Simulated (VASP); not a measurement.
**Hf2Pd2Se2Br2O3: single point with BLYP**

The system is Hf2Pd2Se2Br2O3.

```
CELL_PARAMETERS angstrom
5.76069 0.00496 -0.00286
-0.52750 5.84664 0.03413
-1.48435 -0.92642 6.64586
ATOMIC_POSITIONS crystal
Hf 0.74540 0.39602 0.34989
Hf 0.28763 0.45322 0.59401
Pd 0.90854 0.13294 0.84849
Pd 0.25249 0.90323 0.35874
Se 0.63469 0.40355 0.93716
Se 0.62597 0.78174 0.53023
Br 0.85273 0.99089 0.15355
Br 0.22526 0.82084 0.86223
O 0.96040 0.28925 0.59026
O 0.43233 0.24524 0.40864
O 0.07457 0.58308 0.36682
```

| Property | Result |
| --- | --- |
| Program | VASP 6.6.1 |
| Task | single point |
| Functional | BLYP |
| Potentials or basis | VASP PAW PBE potentials, release 64 (Hf_pv, Pd, Se, Br, O) |
| Cutoff | 600 eV |
| k mesh | 5 × 5 × 4 |
| Occupations | fermi-dirac, width 0.05 eV |
| Spin | no spin polarisation |

The pressure is 3.9 GPa, the largest force is 0.287 eV/Å and the band gap on the k mesh is 0.23 eV (least direct gap 0.48 eV).

Forces in eV/Å, atoms in the order of the input:
```
Hf  -0.031  0.008 -0.070
Hf   0.000 -0.063  0.100
Pd   0.157  0.030 -0.123
Pd  -0.002  0.113 -0.131
Se  -0.220  0.182  0.031
Se   0.168 -0.069  0.059
Br  -0.210 -0.149  0.124
Br   0.095 -0.079  0.066
O    0.047  0.048 -0.039
O    0.058  0.129  0.005
O   -0.064 -0.151 -0.022
```

Stress tensor (GPa, compression positive):
```
 3.92 -0.38  0.03
-0.38  4.09 -0.42
 0.03 -0.42  3.65
```

Levels at points of the mesh, in eV from the valence-band top:
```tsv
k point	band 39	band 40	band 41	band 42	band 43	band 44	band 45	band 46
(0.00, 0.00, 0.00)	-0.85	-0.71	-0.31	-0.22	0.49	0.58	2.61	3.14
(0.00, 0.00, 0.50)	-0.94	-0.51	-0.48	-0.25	0.23	0.90	2.76	2.85
```

Run time: 25 min on 1 thread of Oxide Virtual Turin-like Processor, with other jobs on the host, peak memory 0.83 GiB.

Caveat: the cell stands under pressure; the PAW data sets were made with another functional, which shifts forces and pressure a little; spin-orbit coupling is left out, which moves the levels of the heavy elements. A k mesh can miss the band edges.
